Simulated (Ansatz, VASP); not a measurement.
# LiGaI2: VASP beside Ansatz

INCAR

```
  PREC = Accurate
  ENCUT = 600
  EDIFF = 1E-7
  ISMEAR = 0
  SIGMA = 0.1
  LREAL = F
  LASPH = T
  NELM = 60
  ALGO = Normal
  ISIF = 3
  LWAVE = F
  LCHARG = F
  GGA = PE
  IBRION = 2
  NSW = 90
  EDIFFG = -0.04
```

The input KPOINTS:

```
Automatic mesh
0
Gamma
  4 4 4
```

Contents of POSCAR:

```
LiGaI2
1.0
    5.4633750146      0.0000000000      0.0000000000
    0.0000000000      5.4633750146      0.0000000000
    0.0000000000      0.0000000000      5.7429638104
Li Ga I
1 1 2
Direct
    0.0000000000      0.0000000000      0.6419365016
    0.0000000000      0.0000000000      0.1439381359
    0.5000000000      0.0000000000      0.4244769662
    0.0000000000      0.5000000000      0.4244769662
```

Input for Ansatz:

```yaml
crystal:
  lattice:
    - [5.4633750146, 0.0, 0.0]
    - [0.0, 5.4633750146, 0.0]
    - [0.0, 0.0, 5.7429638104]
  atoms:
    - { symbol: Li, position: [0.0, 0.0, 0.6419365016] }
    - { symbol: Ga, position: [0.0, 0.0, 0.1439381359] }
    - { symbol: I, position: [0.5, 0.0, 0.4244769662] }
    - { symbol: I, position: [0.0, 0.5, 0.4244769662] }
basis:
  ecutwfc: 420
kpoints:
  mp_grid: { grid: [4, 4, 4] }
hamiltonian:
  xc: pbe
scf:
  occupations: { method: gaussian, width: 0.1 }
  lower_state_search: "off"
output:
  forces: true
  stress: true
  eigenvalues: true
relax:
  adjacent_minimum: "off"
  f_tol: 0.04
  max_steps: 70
  cell: { stress_tol: 0.4 }
```

Alike in both runs: task relaxation of cell and atoms; functional PBE; k mesh 4 × 4 × 4; occupations gaussian, width 0.1 eV; no spin polarisation.

|  | VASP | Ansatz |
| --- | --- | --- |
| version | VASP 6.6.1 | Ansatz 0.2.0 |
| potentials or method | VASP PAW PBE potentials, release 64 (Li_sv, Ga_d, I), cutoff 600 eV | scalar-relativistic, plane waves, PAW |
| valence electrons in the cell | 30 | 50 |

|  | VASP | Ansatz | Ansatz less VASP |
| --- | --- | --- | --- |
| gap on the k mesh at the Fermi level, each at its own relaxed structure (eV) | 0.21 | 0.21 | -0.002 |
| relaxed volume (Å³/atom) | 42.85 | 42.85 | 0.000 |
| relaxed cell length with the largest relative difference (Å) | 5.463 | 5.463 | 0.0000 |

VASP's potentials hold 30 valence electrons a cell and Ansatz's 50, so a difference there can come from the potentials and not from the codes.

Neither program's run includes spin-orbit coupling. Noted on VASP's run: the cutoff is short for stress, so the pressure is rough; the relaxation stopped at its first step, so nothing moved.
